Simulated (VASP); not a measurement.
# Hf (Fm-3m) in VASP: further runs

The runs below take Hf through single point, relaxation of cell and atoms, with PBE, r2SCAN, PBE+D3(BJ), PBE+D4.

Program: VASP 6.6.1. These are calculated values, not measurements. Logs are shortened: lines on timing, memory, paths and dates and some standing lists are left out, and cuts for length are marked.

## (1) The cell of the first run

It takes space group Fm-3m (No. 225, cubic). The conventional cell has a = 4.440 Å, b = 4.440 Å, c = 4.440 Å, α = 90.00°, β = 90.00°, γ = 90.00°. Hf (site symmetry m-3m) has 12 Hf at 3.14 Å within 4.1 Å.

## (2) Single point, PBE

File INCAR:

```
ALGO = Normal ; EDIFF = 1E-6
ENCUT = 520 ; GGA = PE
ISIF = 2 ; ISMEAR = 0
LASPH = T ; LCHARG = F
LREAL = F ; LWAVE = F
NBANDS = 11 ; NELM = 80
PREC = Accurate ; SIGMA = 0.024
```

File KPOINTS:

```
k-points
0
Gamma
  10 10 10
```

File POSCAR:

```
Hf
1.0
    0.0000000000      2.2200000000      2.2200000000
    2.2200000000      0.0000000000      2.2200000000
    2.2200000000      2.2200000000      0.0000000000
Hf
1
Direct
    0.0000000000      0.0000000000      0.0000000000
```

Potentials or basis: VASP PAW PBE potentials, release 64 (Hf_pv).

Launch:

```
$ cat potpaw_PBE.64/Hf_pv/POTCAR > POTCAR
$ mpirun -np 1 vasp_std > vasp.out
```

OUTCAR:

```text
EDIFF = 1E-6
   ENCUT = 520
   GGA = PE
   ISIF = 2
   ISMEAR = 0
   LASPH = T
   LREAL = F
   NELM = 80
   PREC = Accurate

 ion  position               nearest neighbor table
   1  0.000  0.000  0.000-

  LATTYP: Found a face centered cubic cell.
 ALAT       =     4.4400000000

  Lattice vectors:

 A1 = (   0.0000000000,   2.2200000000,   2.2200000000)
 A2 = (   2.2200000000,   0.0000000000,   2.2200000000)
 A3 = (   2.2200000000,   2.2200000000,   0.0000000000)

Analysis of symmetry for initial positions (statically):
=====================================================================
 Subroutine PRICEL returns:
 Original cell was already a primitive cell.

 Routine SETGRP: Setting up the symmetry group for a
 face centered cubic supercell.

 Subroutine GETGRP returns: Found 48 space group operations
 (whereof 48 operations were pure point group operations)
 out of a pool of 48 trial point group operations.

The static configuration has the point symmetry O_h .

Analysis of symmetry for dynamics (positions and initial velocities):
=====================================================================
 Subroutine PRICEL returns:
 Original cell was already a primitive cell.

 Routine SETGRP: Setting up the symmetry group for a
 face centered cubic supercell.

 Subroutine GETGRP returns: Found 48 space group operations
 (whereof 48 operations were pure point group operations)
 out of a pool of 48 trial point group operations.

The dynamic configuration has the point symmetry O_h .

 Subroutine INISYM returns: Found 48 space group operations
 (whereof 48 operations are pure point group operations),
 and found     1 'primitive' translations

----------------------------------------------------------------------------------------

                                     Primitive cell

  volume of cell :      21.8821

  direct lattice vectors                    reciprocal lattice vectors
     0.000000000  2.220000000  2.220000000    -0.225225225  0.225225225  0.225225225
     2.220000000  0.000000000  2.220000000     0.225225225 -0.225225225  0.225225225
     2.220000000  2.220000000  0.000000000     0.225225225  0.225225225 -0.225225225

  length of vectors
     3.139554108  3.139554108  3.139554108     0.390101533  0.390101533  0.390101533

  position of ions in fractional coordinates (direct lattice)
     0.000000000  0.000000000  0.000000000

  ion indices of the primitive-cell ions
   primitive index   ion index
                 1           1

----------------------------------------------------------------------------------------

 KPOINTS: k-points

Automatic generation of k-mesh.
 Grid dimensions read from file:
 generate k-points for:   10   10   10

 Generating k-lattice:

  Cartesian coordinates                     Fractional coordinates (reciprocal lattice)
    -0.022522523  0.022522523  0.022522523     0.100000000  0.000000000  0.000000000
     0.022522523 -0.022522523  0.022522523     0.000000000  0.100000000  0.000000000
     0.022522523  0.022522523 -0.022522523     0.000000000  0.000000000  0.100000000

  Length of vectors
     0.039010153  0.039010153  0.039010153

  Shift w.r.t. Gamma in fractional coordinates (k-lattice)
     0.000000000  0.000000000  0.000000000

 Subroutine IBZKPT returns following result:
 ===========================================

 Found     47 irreducible k-points:

 Following reciprocal coordinates:
            Coordinates               Weight
  0.000000  0.000000  0.000000      1.000000
  0.100000  0.000000  0.000000      8.000000
  0.200000  0.000000  0.000000      8.000000
  0.300000  0.000000  0.000000      8.000000
  0.400000  0.000000  0.000000      8.000000
  0.500000  0.000000  0.000000      4.000000
[... 16 lines left out ...]
  0.300000  0.300000  0.000000      6.000000
  0.400000  0.300000  0.000000     24.000000
 [... further k-points ...]
   k-points           NKPTS =     47   k-points in BZ     NKDIM =     47   number of bands    NBANDS=     11
   number of dos      NEDOS =    301   number of ions     NIONS =      1
   total plane-waves  NPLWV =  13824
   dimension x,y,z NGX =    24 NGY =   24 NGZ =   24
   dimension x,y,z NGXF=    48 NGYF=   48 NGZF=   48
   ions per type =               1
   NGX,Y,Z   is equivalent  to a cutoff of  12.71, 12.71, 12.71 a.u.
   NGXF,Y,Z  is equivalent  to a cutoff of  25.42, 25.42, 25.42 a.u.
 SYSTEM =  unknown system
   PREC   = accura    normal or accurate (medium, high low for compatibility)
   ISTART =      0    job   : 0-new  1-cont  2-samecut
   ICHARG =      2    charge: 1-file 2-atom 10-const
   ISPIN  =      1    spin polarized calculation?
   LNONCOLLINEAR =      F non collinear calculations
   LSORBIT =      F    spin-orbit coupling
   LASPH  =      T    aspherical Exc in radial PAW
   ENCUT  =  520.0 eV  38.22 Ry    6.18 a.u.   5.84  5.84  5.84*2*pi/ulx,y,z
   NELM   =     80;   NELMIN=  2; NELMDL= -5     # of ELM steps
   EDIFF  = 0.1E-05   stopping-criterion for ELM
   LREAL  =      F    real-space projection
   EDIFFG = 0.1E-04   stopping-criterion for IOM
   NSW    =      0    number of steps for IOM
   IBRION =     -1    ionic relax: 0-MD 1-quasi-New 2-CG
   NFREE  =      0    steps in history (QN), initial steepest desc. (CG)
   ISIF   =      2    stress and relaxation
   ISYM   =      2    0-nonsym 1-usesym 2-fastsym
   POTIM  = 0.5000    time-step for ionic-motion
   TEBEG  =    0.0;   TEEND  =   0.0 temperature during run
   PSTRESS=    0.0 pullay stress
   NELECT =      10.0000    total number of electrons
   NUPDOWN=      -1.0000    fix difference up-down
   EMIN   =  10.00;   EMAX   =-10.00  energy-range for DOS
   EFERMI =   0.00;   METHOD = LEGACY
   ISMEAR =     0;   SIGMA  =   0.02  broadening in eV -4-tet -1-fermi 0-gaus
   EFERMI_NEDOS =   21; number of points for ismear=-14 and -15
   IALGO  =     38    algorithm
   IMIX   =      4    mixing-type and parameters
     AMIX     =   0.40;   BMIX     =  1.00
     AMIX_MAG =   1.60;   BMIX_MAG =  1.00
  volume/ion in A,a.u.               =      21.88       147.67
  Fermi-wavevector in a.u.,A,eV,Ry     =   1.260991  2.382927 21.634588  1.590097
  Thomas-Fermi vector in A             =   2.394472
   LORBIT       =      0    0 simple, 1 ext, 2 COOP (PROOUT), +10 PAW based schemes
   GGA     = PE    functional components
   LHFCALC =     F    Hartree Fock is set to
   AEXX    =    0.0000 exact exchange contribution
   IVDW    =     0    specifies the selected vdW correction
   LEPSILON=     F    determine dielectric tensor
   LRPA    =     F    only Hartree local field effects (RPA)
 non-spin polarized calculation
 Gauss-broadening in eV      SIGMA  =   0.02
  energy-cutoff  :      520.00
  volume of cell :       21.88
 maximum number of plane-waves:       609
   NGX = 11   NGY = 11   NGZ = 11

 number of electron      10.0000000 magnetization

 Free energy of the ion-electron system (eV)
  ---------------------------------------------------
  ext. energy  EPLUGINS =         0.00000000
  ---------------------------------------------------
  free energy    TOTEN  =        -9.85084727 eV

  energy without entropy =       -9.85051884  energy(sigma->0) =       -9.85068305

 E-fermi :   4.9284     XC(G=0): -11.3843

 val. band max:        4.8848239808   @ k =   0.3000   0.0000   0.0000
 cond. band min:       4.9301186452   @ k =  -0.2000   0.1000   0.0000
 fundamental gap:      0.0452946645
 Fermi energy:         4.9284002372

 k-point     1 :       0.0000    0.0000    0.0000
  band No.  band energies     occupation
      1     -25.0227      2.00000
      2     -25.0227      2.00000
      3     -25.0227      2.00000
      4      -2.3897      2.00000
      5       6.3177      0.00000
      6       6.3177      0.00000
      7       6.3177      0.00000
      8       9.1875      0.00000
      9       9.1875      0.00000
     10      16.2916      0.00000
     11      18.0570      0.00000

 k-point     2 :       0.1000    0.0000    0.0000
  band No.  band energies     occupation
      1     -25.1119      2.00000
      2     -25.0339      2.00000
      3     -25.0339      2.00000
      4      -2.0350      2.00000
      5       5.9698      0.00000
      6       6.4804      0.00000
      7       6.4804      0.00000
      8       9.0148      0.00000
      9       9.0148      0.00000
     10      17.0537      0.00000
     11      18.0553      0.00000

 k-point     3 :       0.2000    0.0000    0.0000
  band No.  band energies     occupation
      1     -25.3393      2.00000
      2     -25.0632      2.00000
      3     -25.0632      2.00000
      4      -1.0757      2.00000
      5       5.2886      0.00000
      6       6.7156      0.00000
      7       6.7156      0.00000
      8       8.9255      0.00000
      9       8.9255      0.00000
     10      17.0763      0.00000
     11      18.0592      0.00000

 k-point     4 :       0.3000    0.0000    0.0000
  band No.  band energies     occupation
      1     -25.6091      2.00000
      2     -25.0991      2.00000
      3     -25.0991      2.00000
      4       0.1318      2.00000
      5       4.8848      1.98976
      6       6.5397      0.00000
      7       6.5397      0.00000
      8       9.6313      0.00000
      9       9.6313      0.00000
     10      15.7165      0.00000
     11      18.0542      0.00000
[... 239 lines left out ...]
 k-point    22 :      -0.2000    0.2000    0.0000
  band No.  band energies     occupation
      1     -25.5660      2.00000
      2     -25.2679      2.00000
      3     -25.0947      2.00000
      4       0.7633      2.00000
      5       4.5852      2.00000
      6       5.7380      0.00000
      7       7.5130      0.00000
      8       7.9773      0.00000
      9      11.2483      0.00000
     10      17.2842      0.00000
     11      18.0748      0.00000

 k-point    23 :       0.3000    0.3000    0.0000
  band No.  band energies     occupation
      1     -25.5808      2.00000
      2     -25.2299      2.00000
      3     -25.2299      2.00000
      4       0.8863      2.00000
      5       3.6311      2.00000
      6       5.9938      0.00000
      7       8.8090      0.00000
      8       8.8090      0.00000
      9      10.5080      0.00000
     10      18.0489      0.00000
     11      19.6761      0.00000

 k-point    24 :       0.4000    0.3000    0.0000
  band No.  band energies     occupation
      1     -25.6930      2.00000
      2     -25.2932      2.00000
      3     -25.2648      2.00000
      4       1.5615      2.00000
      5       3.3527      2.00000
      6       5.7735      0.00000
      7       9.0754      0.00000
      8      10.0983      0.00000
      9      11.2189      0.00000
     10      16.8491      0.00000
     11      18.5114      0.00000

 [... further k-points ...]
[... 5 lines left out ...]
  --------------------------------------------------------------------------------------
  -------------------------------------------------------------------------------------
  Total        0.3348444      0.3348444      0.3348444      0.0000000     -0.0000000      0.0000000
  in kB       24.5168531     24.5168531     24.5168531      0.0000000     -0.0000000      0.0000000
  external PRESSURE =      24.5168531 kB  Pullay stress =       0.0000000 kB

 VOLUME and BASIS-vectors are now :
 -----------------------------------------------------------------------------
  energy-cutoff  :      520.00
  volume of cell :       21.88
      direct lattice vectors                 reciprocal lattice vectors
     0.000000000  2.220000000  2.220000000    -0.225225225  0.225225225  0.225225225
     2.220000000  0.000000000  2.220000000     0.225225225 -0.225225225  0.225225225
     2.220000000  2.220000000  0.000000000     0.225225225  0.225225225 -0.225225225

 POSITION                                       TOTAL-FORCE (eV/Angst)
 -----------------------------------------------------------------------------------
      0.00000      0.00000      0.00000        -0.000000     -0.000000     -0.000000
 -----------------------------------------------------------------------------------
    total drift:                               -0.000000      0.000000      0.000000

  FREE ENERGIE OF THE ION-ELECTRON SYSTEM (eV)
  ---------------------------------------------------
  free  energy   TOTEN  =        -9.8508472685 eV

  energy  without entropy=       -9.8505188397  energy(sigma->0) =       -9.85068305
```

Wall time 14 s (1 thread of AMD EPYC 7R13, shared host); peak memory 0.14 GiB.

Results:

* Free energy: -9.8508 eV
* Pressure: 2.5 GPa
* Band gap on the k mesh: zero (band 5 reaches 6.32 eV, above the bottom of band 6 at 4.50 eV)

Levels at points of the mesh, in eV from the Fermi level:
| k point | band 2 | band 3 | band 4 | band 5 | band 6 | band 7 | band 8 | band 9 |
| --- | --- | --- | --- | --- | --- | --- | --- | --- |
| (0.00, 0.00, 0.00) | -29.95 | -29.95 | -7.32 | 1.39 | 1.39 | 1.39 | 4.26 | 4.26 |
| (0.50, 0.00, 0.00) | -30.07 | -30.07 | -3.73 | 0.62 | 1.16 | 1.16 | 6.44 | 6.44 |
| (0.50, 0.50, 0.00) | -30.27 | -30.27 | -3.38 | -2.23 | 2.61 | 6.45 | 7.09 | 7.09 |

Caveat: spin-orbit coupling is left out, which moves the levels of the heavy elements.

## (3) Single point, r2SCAN

POSCAR is that of step 2.

File INCAR.step1:

```
SYSTEM = Hf
ALGO = Normal
EDIFF = 1E-4
ENCUT = 520
GGA = PE
ISMEAR = -1
LASPH = .TRUE.
LCHARG = .FALSE.
LREAL = .FALSE.
LWAVE = .TRUE.
NBANDS = 11
NELM = 100
PREC = Accurate
SIGMA = 0.05
```

File INCAR.step2:

```
SYSTEM = Hf
ALGO = Normal
EDIFF = 1E-6
ENCUT = 520
ISIF = 2
ISMEAR = -1
ISTART = 1
LASPH = .TRUE.
LCHARG = .FALSE.
LMIXTAU = .TRUE.
LREAL = .FALSE.
LWAVE = .FALSE.
METAGGA = R2SCAN
NBANDS = 11
NELM = 100
PREC = Accurate
SIGMA = 0.05
```

File KPOINTS:

```
k-points
0
G
  10 10 10
  0 0 0
```

Potentials or basis: VASP PAW PBE potentials, release 64 (Hf_pv).

Launch:

```
$ cat potpaw_PBE.64/Hf_pv/POTCAR > POTCAR
$ cp INCAR.step1 INCAR
$ mpirun -np 1 vasp_std > vasp.out
$ cp INCAR.step2 INCAR
$ mpirun -np 1 vasp_std > vasp.out
```

Wall time 54 s (1 thread of AMD EPYC 7R13, shared host); peak memory 0.15 GiB.

Results (log left out):

```yaml
Free_energy: -45.0671 eV
Pressure: 2.1 GPa
Band_gap_on_the_k_mesh: zero (band 5 reaches 6.38 eV, above the bottom of band 6 at 4.38 eV)
```

Levels at points of the mesh, in eV from the Fermi level:
```tsv
k point	band 2	band 3	band 4	band 5	band 6	band 7	band 8	band 9
(0.00, 0.00, 0.00)	-31.01	-31.01	-7.62	1.63	1.63	1.63	4.70	4.70
(0.50, 0.00, 0.00)	-31.13	-31.13	-3.79	0.46	1.42	1.42	6.85	6.85
(0.50, 0.50, 0.00)	-31.34	-31.33	-3.41	-2.24	2.57	6.93	7.46	7.46
```

Caveat: the PAW data sets were made with another functional, which shifts forces and pressure a little; spin-orbit coupling is left out, which moves the levels of the heavy elements.

## (4) Relaxation of cell and atoms, PBE+D3(BJ)

File INCAR:

```
SYSTEM = Hf
ALGO = Normal
EDIFF = 1E-6
EDIFFG = -0.01
ENCUT = 600
GGA = PE
IBRION = 2
ISIF = 3
ISMEAR = -1
IVDW = 12
LASPH = .TRUE.
LCHARG = .FALSE.
LREAL = .FALSE.
LWAVE = .FALSE.
NELM = 80
NSW = 60
PREC = Accurate
SIGMA = 0.05
```

KPOINTS is that of step 3.

POSCAR is that of step 3.

Launch:

```
$ cat potpaw_PBE.64/Hf_pv/POTCAR > POTCAR
$ mpirun -np 1 vasp_std > vasp.out
```

Run time: 45 s. Hardware: 1 thread of AMD EPYC 7R13, shared host; peak memory 0.18 GiB.

The run converged. Its results:

```yaml
Free_energy: -10.3169 eV
Relaxed_volume: 21.70 Å³/atom
Relaxed_cell: a = 3.131 Å, b = 3.131 Å, c = 3.131 Å, α = 60.00°, β = 60.00°, γ = 60.00°
Space_group_after_relaxing_to_0.05_Å: Fm-3m (No. 225)
Energy_gained_by_relaxing: 0.5 meV/atom
Ionic_steps: 3
Pressure_after_relaxing: 0.0 GPa
Band_gap_on_the_k_mesh: zero (band 5 reaches 6.38 eV, above the bottom of band 6 at 4.56 eV)
Dispersion_energy_per_atom: -0.465 eV
```

The path:
```csv
step,energy change (eV),largest force (eV/Å),pressure (GPa),volume (Å³)
1,0.0000,0.0000,-0.88,21.88
2,0.0001,0.0000,1.03,21.51
3,-0.0005,0.0000,0.01,21.70
```

Final structure:
```yaml
crystal:
  lattice:
    - [0.00000, 2.21392, 2.21392]
    - [2.21392, 0.00000, 2.21392]
    - [2.21392, 2.21392, 0.00000]
  atoms:
    - { symbol: Hf, position: [0.00000, 0.00000, 0.00000] }
```

Levels at points of the mesh, in eV from the Fermi level:
| k point | band 1 | band 2 | band 3 | band 4 | band 5 | band 6 | band 7 | band 8 | band 9 |
| --- | --- | --- | --- | --- | --- | --- | --- | --- | --- |
| (0.00, 0.00, 0.00) | -29.90 | -29.90 | -29.90 | -7.32 | 1.41 | 1.41 | 1.41 | 4.31 | 4.31 |
| (0.50, 0.00, 0.00) | -30.80 | -30.02 | -30.02 | -3.73 | 0.67 | 1.18 | 1.18 | 6.52 | 6.52 |
| (0.50, 0.50, 0.00) | -30.75 | -30.23 | -30.23 | -3.39 | -2.24 | 2.68 | 6.53 | 7.17 | 7.17 |

Caveat: spin-orbit coupling is left out, which moves the levels of the heavy elements; pairwise dispersion overbinds metals, which lowers pressure and volume.

[end of part 1 of 2]
